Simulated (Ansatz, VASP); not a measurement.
## Na in VASP and in Ansatz

INCAR

```
SYSTEM = Na
ALGO     = Normal         ! electronic algorithm
EDIFF    = 1E-6           ! SCF threshold, eV
ENCUT    = 520            ! plane-wave cutoff, eV
GGA      = PS             ! functional
ISIF     = 2              ! what is computed and relaxed
ISMEAR   = 0              ! smearing method
LASPH    = .TRUE.         ! aspherical terms in the spheres
LCHARG   = .TRUE.         ! write CHGCAR
LELF     = .TRUE.         ! ELF
LREAL    = .FALSE.        ! projectors in reciprocal space
LVHAR    = .TRUE.       
LWAVE    = .FALSE.        ! write WAVECAR
NBANDS   = 22             ! bands
NELM     = 100            ! most SCF steps
PREC     = Accurate       ! precision mode
SIGMA    = 0.1            ! smearing width, eV
```

Contents of KPOINTS:

```
k-points
0
G
  15 15 4
  0 0 0
```

File POSCAR:

```
Na
1.0
    3.6723712210      0.0000000000      0.0000000000
   -1.8361856105      3.1803667695      0.0000000000
    0.0000000000      0.0000000000     11.3140550773
Na
4
Direct
    0.0000000000      0.0000000000      0.0000000000
    0.3333333300      0.6666666700      0.2500000000
    0.0000000000      0.0000000000      0.5000000000
    0.6666666700      0.3333333300      0.7500000000
```

Input for Ansatz:

```yaml
crystal:
  lattice:
    - [3.672371221, 0.0, 0.0]
    - [-1.8361856105, 3.1803667695, 0.0]
    - [0.0, 0.0, 11.3140550773]
  atoms:
    - { symbol: Na, position: [0.0, 0.0, 0.0] }
    - { symbol: Na, position: [0.33333333, 0.66666667, 0.25] }
    - { symbol: Na, position: [0.0, 0.0, 0.5] }
    - { symbol: Na, position: [0.66666667, 0.33333333, 0.75] }
basis:
  ecutwfc: 420
kpoints:
  mp_grid: { grid: [15, 15, 4] }
hamiltonian:
  xc: pbesol
scf:
  occupations: { method: gaussian, width: 0.1 }
output:
  forces: true
  stress: true
  eigenvalues: true
  populations: true
```

Alike in both runs: task single point; functional PBEsol; k mesh 15 × 15 × 4; occupations gaussian, width 0.1 eV; no spin polarisation.

```csv
,VASP,Ansatz
version,VASP 6.6.1,Ansatz 0.2.0
potentials or method,"VASP PAW PBE potentials, release 64 (Na_pv), cutoff 520 eV","scalar-relativistic, plane waves, PAW"
valence electrons in the cell,28,36
```

|  | VASP | Ansatz | Ansatz less VASP |
| --- | --- | --- | --- |
| gap on the k mesh at the Fermi level (eV) | none | none | - |
| pressure (GPa) | 0.9 | 0.9 | 0.00 |
| traceless stress, the component that is largest in VASP (GPa) | 0.38 | 0.37 | -0.001 |

VASP's potentials were made for PBE, not for PBEsol. A gap of «none» marks a metal or a gap that the smearing closes. VASP's potentials hold 28 valence electrons a cell and Ansatz's 36, so a difference there can come from the potentials and not from the codes.
